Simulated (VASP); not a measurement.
Set up this calculation in VASP 6.6.1, as the native input.

```yaml
Task: single point
Functional: PBE
Potentials_or_basis: VASP PAW PBE potentials, release 64 (Hg, H)
Cutoff: 520 eV
k_mesh: 6 × 6 × 4
Occupations: gaussian, width 0.1 eV
Spin: no spin polarisation
Dipole_correction: no
Further_INCAR_settings: ALGO = Normal; EDIFF = 1e-06; NBANDS = 16
```

The structure of HgH3 lies in POSCAR:

```
HgH3
1.0
    3.7204137200      0.0000000000      0.0000000000
   -1.8602068600      3.2219728000      0.0000000000
    0.0000000000      0.0000000000      4.4735738400
Hg H
1 3
Direct
    0.0000000000      0.0000000000      0.0000000000
    0.8147562300      0.1852437700      0.5000000000
    0.8147562300      0.6295124600      0.5000000000
    0.3704875400      0.1852437700      0.5000000000
```

The cell was generated, and may not be a known phase.

These files were run (other wordings do the same):

INCAR

```
SYSTEM = HgH3
  ALGO = Normal
  EDIFF = 1E-6
  ENCUT = 520
  GGA = PE
  ISIF = 2
  ISMEAR = 0
  LASPH = .TRUE.
  LCHARG = .TRUE.
  LELF = .TRUE.
  LREAL = .FALSE.
  LVHAR = .TRUE.
  LWAVE = .FALSE.
  NBANDS = 16
  NELM = 80
  PREC = Accurate
  SIGMA = 0.1
```

KPOINTS

```
k-points
0
G
  6 6 4
  0 0 0
```

Potentials or basis: VASP PAW PBE potentials, release 64 (Hg, H).

Command:

```console
$ cat potpaw_PBE.64/Hg/POTCAR potpaw_PBE.64/H/POTCAR > POTCAR
$ mpirun -np 1 vasp_std > vasp.out
```

It gave:

| Quantity | Value |
| --- | --- |
| Pressure | -8.4 GPa |
| Largest force | 0.935 eV/Å |
| Band gap on the k mesh | zero (an odd number of electrons rules out a gap without spin polarisation) |

Caveat: the stress differs along the axes, from -11 to -3 GPa; spin-orbit coupling is left out, which moves the levels of the heavy elements.

Run time: 8.1 s on 1 thread of Intel(R) Xeon(R) 6975P-C (Granite Rapids), with other jobs on the host, peak memory 0.17 GiB.
